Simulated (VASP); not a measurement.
Wanted: the native input for a VASP 6.6.1 run.

| Item | Value |
| --- | --- |
| Task | single point |
| Functional | PBE |
| Dispersion | D3(BJ) |
| Potentials or basis | VASP PAW PBE potentials, release 64 (Ge_d) |
| Cutoff | 520 eV |
| k mesh | 9 × 9 × 1 |
| Occupations | gaussian, width 0.1 eV |
| Spin | no spin polarisation |
| Dipole correction | yes |
| Further INCAR settings | ALGO = Normal; EDIFF = 1e-06; NBANDS = 36 |

The structure of Ge lies in POSCAR:

```
Ge
1.0
    4.0226895355      0.0000000000      0.0000000000
   -2.0113447678      3.4837513293      0.0000000000
    0.0000000000      0.0000000000     18.8685220287
Ge
4
Direct
    0.3333333333      0.6666666667      0.2747571329
    0.6666666667      0.3333333333      0.2384924475
    0.6666666667      1.2222222222      0.5415645175
    0.3333333333      1.5555555556      0.5052998322
```

This cell differs from its parent crystal: layers slid over each other.

These files were run (other wordings do the same):

INCAR

```
PREC = Accurate
ENCUT = 520
EDIFF = 1E-6
ISMEAR = 0
SIGMA = 0.1
LREAL = False
LASPH = True
NELM = 80
ALGO = Normal
ISIF = 2
LWAVE = False
LCHARG = True
LDIPOL = True
IDIPOL = 3
DIPOL = 0.5 0.5 0.390
GGA = PE
IVDW = 12
LELF = True
LVHAR = True
LVACPOTAV = True
NBANDS = 36
```

KPOINTS

```
regular mesh
0
Gamma
  9 9 1
```

Potentials or basis: VASP PAW PBE potentials, release 64 (Ge_d).

Launch:

```sh
$ cat potpaw_PBE.64/Ge_d/POTCAR > POTCAR
$ mpirun -np 1 vasp_std > vasp.out
```

Results of the run:

```json
{
 "Largest force": "0.112 eV/Å",
 "Band gap on the k mesh": "0.21 eV",
 "Dispersion energy per atom": "-0.188 eV"
}
```

Caveat: the cell differs from its parent crystal (layers slid over each other).

It took 3.1 min on 1 thread of AMD EPYC 9R45 96-Core Processor (Zen 5), on a shared host, peak memory 0.42 GiB.
